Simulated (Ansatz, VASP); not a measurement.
**One calculation of InSb3, two programs**

```
CELL_PARAMETERS angstrom
0.00000 3.64787 3.64787
3.64787 0.00000 3.64787
3.64787 3.64787 0.00000
ATOMIC_POSITIONS crystal
In 0.00000 0.00000 0.00000
Sb 0.25000 0.25000 0.25000
Sb 0.75000 0.75000 0.75000
Sb 0.50000 0.50000 0.50000
```

Alike in both runs: task single point; functional PBEsol; k mesh 10 × 10 × 10; occupations gaussian, width 0.1 eV; no spin polarisation.

|  | VASP | Ansatz |
| --- | --- | --- |
| version | VASP 6.6.1 | Ansatz 0.2.0 |
| potentials or method | VASP PAW PBE potentials, release 64 (In_d, Sb), cutoff 520 eV | scalar-relativistic, plane waves, PAW |
| valence electrons in the cell | 28 | 58 |

Ansatz gave:

| Property | Result |
| --- | --- |
| gap on the k mesh at the Fermi level (eV) | none |
| pressure (GPa) | 4.4 |

Estimate VASP's values.

gap on the k mesh at the Fermi level (eV): none; pressure (GPa): 4.5.

VASP's potentials were made for PBE, not for PBEsol. A gap of «none» marks a metal or a gap that the smearing closes. VASP's potentials hold 28 valence electrons a cell and Ansatz's 58, so a difference there can come from the potentials and not from the codes.

Neither program's run includes spin-orbit coupling.
